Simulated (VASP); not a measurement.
Crystal: FeO.

```
Fe O
1.0
     0.00000    4.31080    4.31080
     2.15540    0.00000    2.15540
     2.15540    2.15540    0.00000
Fe O
2 2
Cartesian
  0.0000 0.0000 0.0000
  0.0000 2.1554 2.1554
  2.1554 2.1554 2.1554
  2.1554 4.3108 4.3108
```

Base run:

| Item | Value |
| --- | --- |
| Program | VASP 6.6.1 |
| Functional | PBE |
| Potentials or basis | VASP PAW PBE potentials, release 64 (Fe, O) |
| Cutoff | 520 eV |
| k mesh | 5 × 10 × 10 |
| Occupations | fermi-dirac, width 0.05 eV |
| Spin | collinear spin, antiferromagnetic start |
| Starting moments | [4.0, -4.0, 0.0, 0.0] μB |

Its results: band gap on the k mesh zero (filled and empty bands overlap); pressure -1.7 GPa.

Problem. The run is repeated on the same cell with these changes: spin from collinear spin, antiferromagnetic start to no spin polarisation; further incar settings from ALGO = Normal; EDIFF = 1e-06; NBANDS = 26 to ALGO = Normal; EDIFF = 1e-06; NBANDS = 22. What comes out?

Solution. Band gap on the k mesh zero (band 14 reaches 5.53 eV, above the bottom of band 15 at 5.11 eV); pressure -25.7 GPa.

Caveats: semilocal functionals often make such compounds metallic where correlation or magnetic order opens a gap, which also shifts bond lengths.
